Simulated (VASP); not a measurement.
B, 1 atom in the cell. Symmetry: Fm-3m, No. 225, cubic system. The conventional cell has a = 2.881 Å, b = 2.881 Å, c = 2.881 Å, α = 90.00°, β = 90.00°, γ = 90.00°. Within 2.7 Å of B (site symmetry m-3m) lie 12 B at 2.04 Å. 

| Property | Result |
| --- | --- |
| Program | VASP 6.6.1 |
| Task | single point |
| Functional | RPBE |
| Potentials or basis | VASP PAW PBE potentials, release 64 (B) |
| Cutoff | 520 eV |
| k mesh | 31 × 31 × 31 |
| Occupations | fermi-dirac, width 0.1 eV |
| Spin | no spin polarisation |
| Dipole correction | no |
| Further INCAR settings | ALGO = Normal; EDIFF = 1e-06; NBANDS = 8 |

Potentials or basis: VASP PAW PBE potentials, release 64 (B).

Command:

```bash
$ cat potpaw_PBE.64/B/POTCAR > POTCAR
$ mpirun -np 1 vasp_std > vasp.out
```

Hardware: 1 thread of AMD EPYC 9R45 (Zen 5), on a shared host.

Task: Estimate the wall time of this run.

Result: It took 27 s on 1 thread of AMD EPYC 9R45 (Zen 5), with other jobs on the host, peak memory 0.1 GiB. Counts: scf iterations 8, k points 816.
